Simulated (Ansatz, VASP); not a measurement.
Two plane-wave programs on Sn

Contents of INCAR:

```
SYSTEM = Sn
PREC = Accurate
ENCUT = 520
EDIFF = 1E-6
ISMEAR = 0
SIGMA = 0.15
LREAL = .FALSE.
LASPH = .TRUE.
NELM = 100
ALGO = Fast
ISIF = 2
LWAVE = .FALSE.
LCHARG = .TRUE.
GGA = PS
LELF = .TRUE.
LVHAR = .TRUE.
NBANDS = 21
```

File KPOINTS:

```
regular mesh
0
G
  12 12 12
  0 0 0
```

The input POSCAR:

```
Sn
1.0
    0.0000000000      3.3429680000      3.1969160000
    3.3429680000      0.0000000000      3.1969160000
    3.3429680000      3.3429680000      0.0000000000
Sn
2
Direct
    0.5000000000      0.5000000000      0.5000000000
    0.7500000000      0.7500000000      0.7500000000
```

Input for Ansatz:

```yaml
crystal:
  lattice:
    - [0.0, 3.342968, 3.196916]
    - [3.342968, 0.0, 3.196916]
    - [3.342968, 3.342968, 0.0]
  atoms:
    - { symbol: Sn, position: [0.5, 0.5, 0.5] }
    - { symbol: Sn, position: [0.75, 0.75, 0.75] }
basis:
  ecutwfc: 420
kpoints:
  mp_grid: { grid: [12, 12, 12] }
hamiltonian:
  xc: pbesol
scf:
  occupations: { method: gaussian, width: 0.15 }
output:
  forces: true
  stress: true
  eigenvalues: true
```

Change from the starting cell: strain +0.030 along x and y, -0.015 along z, atoms carried along.

Alike in both runs: task single point; functional PBEsol; k mesh 12 × 12 × 12; occupations gaussian, width 0.15 eV; no spin polarisation.

|  | VASP | Ansatz |
| --- | --- | --- |
| version | VASP 6.6.1 | Ansatz 0.2.0 |
| potentials or method | VASP PAW PBE potentials, release 64 (Sn_d), cutoff 520 eV | scalar-relativistic, plane waves, PAW |
| valence electrons in the cell | 28 | 28 |

```tsv
	VASP	Ansatz	Ansatz less VASP
gap on the k mesh at the Fermi level (eV)	none	none	-
pressure (GPa)	-1.0	-0.9	+0.11
traceless stress, the component that is largest in VASP (GPa)	0.82	0.82	-0.002
```

VASP's potentials were made for PBE, not for PBEsol. A gap of «none» marks a metal or a gap that the smearing closes.
